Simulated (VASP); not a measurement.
# Ta4O (P4/mmm) in VASP: notebook, part 2 of 2

VASP 6.6.1.

## 5. Single point, PBE (strain +0.0750 x Voigt [0, 0, 1, 0, 0, 0])

INCAR

```
SYSTEM = Ta4O
PREC = Accurate ; ENCUT = 520
EDIFF = 1E-6 ; ISMEAR = 0
SIGMA = 0.15 ; LREAL = .FALSE.
LASPH = .TRUE. ; NELM = 80
ALGO = Normal ; ISIF = 2
LWAVE = .FALSE. ; LCHARG = .TRUE.
GGA = PE ; LELF = .TRUE.
LVHAR = .TRUE. ; NBANDS = 33
```

KPOINTS

```
Automatic mesh
0
G
  14 14 8
  0 0 0
```

POSCAR

```
Ta4O
1.0
    3.2547070451      0.0000000000      0.0000000000
    0.0000000000      3.2547070451      0.0000000000
    0.0000000000      0.0000000000      7.9500406600
Ta O
4 1
Direct
    0.0000000000      0.0000000000      0.5000000000
    0.5000000000      0.5000000000      0.7829127297
    0.5000000000      0.5000000000      0.2170872703
    0.0000000000      0.0000000000      0.0000000000
    0.5000000000      0.5000000000      0.5000000000
```

Potentials or basis: VASP PAW PBE potentials, release 64 (Ta_pv, O).

Command:

```bash
$ cat potpaw_PBE.64/Ta_pv/POTCAR potpaw_PBE.64/O/POTCAR > POTCAR
$ mpirun -np 1 vasp_std > vasp.out
```

OUTCAR:

```text
SYSTEM = Ta4O
   PREC = Accurate
   ENCUT = 520
   EDIFF = 1E-6
   ISMEAR = 0
   LREAL = .FALSE.
   LASPH = .TRUE.
   NELM = 80
   ISIF = 2
   GGA = PE

 ion  position               nearest neighbor table
   1  0.000  0.000  0.500-   5 2.30   5 2.30   5 2.30   5 2.30   3 3.22   3 3.22   2 3.22   3 3.22
                             2 3.22   2 3.22   3 3.22   2 3.22
   2  0.500  0.500  0.783-   5 2.25   4 2.88   4 2.88   4 2.88   4 2.88   1 3.22   1 3.22   1 3.22
                             1 3.22   3 3.45
   3  0.500  0.500  0.217-   5 2.25   4 2.88   4 2.88   4 2.88   4 2.88   1 3.22   1 3.22   1 3.22
                             1 3.22   2 3.45
   4  0.000  0.000  0.000-   2 2.88   3 2.88   2 2.88   3 2.88   2 2.88   3 2.88   2 2.88   3 2.88

   5  0.500  0.500  0.500-   2 2.25   3 2.25   1 2.30   1 2.30   1 2.30   1 2.30

  LATTYP: Found a simple tetragonal cell.
 ALAT       =     3.2547070451
 C/A-ratio  =     2.4426286452

  Lattice vectors:

 A1 = (   3.2547070451,   0.0000000000,   0.0000000000)
 A2 = (   0.0000000000,   3.2547070451,   0.0000000000)
 A3 = (   0.0000000000,   0.0000000000,   7.9500406600)

Analysis of symmetry for initial positions (statically):
=====================================================================
 Subroutine PRICEL returns:
 Original cell was already a primitive cell.

 Routine SETGRP: Setting up the symmetry group for a
 simple tetragonal supercell.

 Subroutine GETGRP returns: Found 16 space group operations
 (whereof 16 operations were pure point group operations)
 out of a pool of 16 trial point group operations.

The static configuration has the point symmetry D_4h.

Analysis of symmetry for dynamics (positions and initial velocities):
=====================================================================
 Subroutine PRICEL returns:
 Original cell was already a primitive cell.

 Routine SETGRP: Setting up the symmetry group for a
 simple tetragonal supercell.

 Subroutine GETGRP returns: Found 16 space group operations
 (whereof 16 operations were pure point group operations)
[... 130 lines left out ...]
  Fermi-wavevector in a.u.,A,eV,Ry     =   1.375943  2.600155 25.758811  1.893219
  Thomas-Fermi vector in A             =   2.501233
   LORBIT       =      0    0 simple, 1 ext, 2 COOP (PROOUT), +10 PAW based schemes
   GGA     = PE    functional components
   LHFCALC =     F    Hartree Fock is set to
   AEXX    =    0.0000 exact exchange contribution
   IVDW    =     0    specifies the selected vdW correction
   LEPSILON=     F    determine dielectric tensor
   LRPA    =     F    only Hartree local field effects (RPA)
 non-spin polarized calculation
 Gauss-broadening in eV      SIGMA  =   0.15
  energy-cutoff  :      520.00
  volume of cell :       84.22
 maximum number of plane-waves:      2296
   NGX = 13   NGY = 13   NGZ = 29

 number of electron      49.9999997 magnetization

 Free energy of the ion-electron system (eV)
  ---------------------------------------------------
  ext. energy  EPLUGINS =         0.00000000
  ---------------------------------------------------
  free energy    TOTEN  =       -54.67937331 eV

  energy without entropy =      -54.64512030  energy(sigma->0) =      -54.66224680

 E-fermi :   5.8434     XC(G=0): -12.2466

 val. band max:        5.8347103206   @ k =   0.3571   0.1429   0.5000
 cond. band min:       5.8476863953   @ k =   0.2857   0.2857   0.0000
 fundamental gap:      0.0129760747
 Fermi energy:         5.8434105326

 k-point     1 :       0.0000    0.0000    0.0000
  band No.  band energies     occupation
      1     -29.8274      2.00000
      2     -29.8274      2.00000
      3     -29.5004      2.00000
      4     -28.8359      2.00000
      5     -28.8313      2.00000
      6     -28.5975      2.00000
[... 853 lines left out ...]
     32       8.6134      0.00000
     33       9.2976      0.00000

 [... further k-points ...]

------------------------ aborting loop because EDIFF is reached ----------------------------------------

  FORCE on cell =-STRESS in cart. coord.  units (eV):
  Direction    XX          YY          ZZ          XY          YZ          ZX
  --------------------------------------------------------------------------------------
  -------------------------------------------------------------------------------------
  Total       -5.5780778     -5.5780778    -10.4773891      0.0000000      0.0000000      0.0000000
  in kB     -106.1211605   -106.1211605   -199.3290045      0.0000000      0.0000000      0.0000000
  external PRESSURE =    -137.1904418 kB  Pullay stress =       0.0000000 kB

 VOLUME and BASIS-vectors are now :
 -----------------------------------------------------------------------------
  energy-cutoff  :      520.00
  volume of cell :       84.22
      direct lattice vectors                 reciprocal lattice vectors
     3.254707045  0.000000000  0.000000000     0.307247315  0.000000000  0.000000000
     0.000000000  3.254707045  0.000000000     0.000000000  0.307247315  0.000000000
     0.000000000  0.000000000  7.950040660     0.000000000  0.000000000  0.125785520

 POSITION                                       TOTAL-FORCE (eV/Angst)
 -----------------------------------------------------------------------------------
      0.00000      0.00000      3.97502        -0.000000     -0.000000      0.000000
      1.62735      1.62735      6.22419         0.000000      0.000000     -0.386484
      1.62735      1.62735      1.72585        -0.000000      0.000000      0.386484
      0.00000      0.00000      0.00000        -0.000000     -0.000000      0.000000
      1.62735      1.62735      3.97502        -0.000000     -0.000000      0.000000
 -----------------------------------------------------------------------------------
    total drift:                                0.000000     -0.000000      0.000000

  FREE ENERGIE OF THE ION-ELECTRON SYSTEM (eV)
  ---------------------------------------------------
  free  energy   TOTEN  =       -54.6793733115 eV

  energy  without entropy=      -54.6451202968  energy(sigma->0) =      -54.66224680
```

OSZICAR:

```text
N       E                     dE             d eps       ncg     rms          rms(c)
DAV:   1     0.482631647844E+03    0.48263E+03   -0.27643E+04 11928   0.156E+03
DAV:   2    -0.336443736125E+02   -0.51628E+03   -0.50122E+03 13230   0.456E+02
DAV:   3    -0.588339864570E+02   -0.25190E+02   -0.24469E+02 15351   0.918E+01
DAV:   4    -0.593518488182E+02   -0.51786E+00   -0.51176E+00 14781   0.126E+01
DAV:   5    -0.593652754252E+02   -0.13427E-01   -0.13405E-01 15575   0.159E+00    0.261E+01
DAV:   6    -0.566333442781E+02    0.27319E+01   -0.31500E+01 15766   0.347E+01    0.129E+01
DAV:   7    -0.557021964519E+02    0.93115E+00   -0.16755E+01 16443   0.167E+01    0.951E+00
DAV:   8    -0.547266933054E+02    0.97550E+00   -0.40058E+00 15414   0.103E+01    0.294E+00
DAV:   9    -0.546807010970E+02    0.45992E-01   -0.45998E-01 15036   0.383E+00    0.751E-01
DAV:  10    -0.546801904785E+02    0.51062E-03   -0.47302E-02 15045   0.127E+00    0.458E-01
DAV:  11    -0.546796716327E+02    0.51885E-03   -0.10173E-02 15844   0.638E-01    0.133E-01
DAV:  12    -0.546794156472E+02    0.25599E-03   -0.18830E-03 15824   0.283E-01    0.556E-02
DAV:  13    -0.546793997810E+02    0.15866E-04   -0.60033E-04 16203   0.126E-01    0.390E-02
DAV:  14    -0.546793737247E+02    0.26056E-04   -0.16252E-04 15756   0.733E-02    0.689E-03
DAV:  15    -0.546793733115E+02    0.41318E-06   -0.70317E-06 14805   0.155E-02
   1 F= -.54679373E+02 E0= -.54662247E+02  d E =-.342530E-01
```

Run time: 2.7 min. Hardware: 1 thread of Intel Xeon 6975P-C (Granite Rapids), shared host; peak memory 0.46 GiB.

What came out:

* Free energy: -54.6794 eV
* Pressure: -13.7 GPa
* Largest force: 0.386 eV/Å
* Band gap on the k mesh: zero (bands 25 and 26 overlap by 0.81 eV)

Forces on the atoms (eV/Å):
```
Ta   0.000  0.000  0.000
Ta   0.000  0.000 -0.386
Ta   0.000  0.000  0.386
Ta   0.000  0.000  0.000
O    0.000  0.000  0.000
```

Stress tensor (GPa, compression positive):
```
-10.61   0.00   0.00
  0.00 -10.61   0.00
  0.00   0.00 -19.93
```

Caveat: the cell differs from its parent crystal (strain +0.0750 x Voigt [0, 0, 1, 0, 0, 0]); the stress differs along the axes, from -20 to -11 GPa; spin-orbit coupling is left out, which moves the levels of the heavy elements.

## 6. Overview

```csv
cell,gap on the mesh (eV),pressure (GPa),largest force (eV/Å)
"a = 3.255, b = 3.255, c = 8.135 Å, 5 atoms",none,-16.8,0.42
"a = 3.255, b = 3.255, c = 7.580 Å, 5 atoms",none,-5.3,0.20
"a = 3.255, b = 3.255, c = 7.765 Å, 5 atoms",none,-9.9,0.32
"a = 3.255, b = 3.255, c = 7.950 Å, 5 atoms",none,-13.7,0.39
```

Alike in all rows: task single point; level PBE; potentials or basis VASP PAW PBE potentials, release 64 (Ta_pv, O); no spin polarisation; k mesh 14 × 14 × 8; cutoff (eV) 520; smearing gaussian 0.15 eV.

Caveats: spin-orbit coupling is left out, which moves the levels of the heavy elements; the stress differs along the axes, from -23 to -14 GPa (at least some runs); the cell stands under tension (at least some runs); the stress differs along the axes, from -15 to -7 GPa (at least some runs); the stress differs along the axes, from -20 to -11 GPa (at least some runs).

Absolute energies hang on the potentials; compare differences alone.
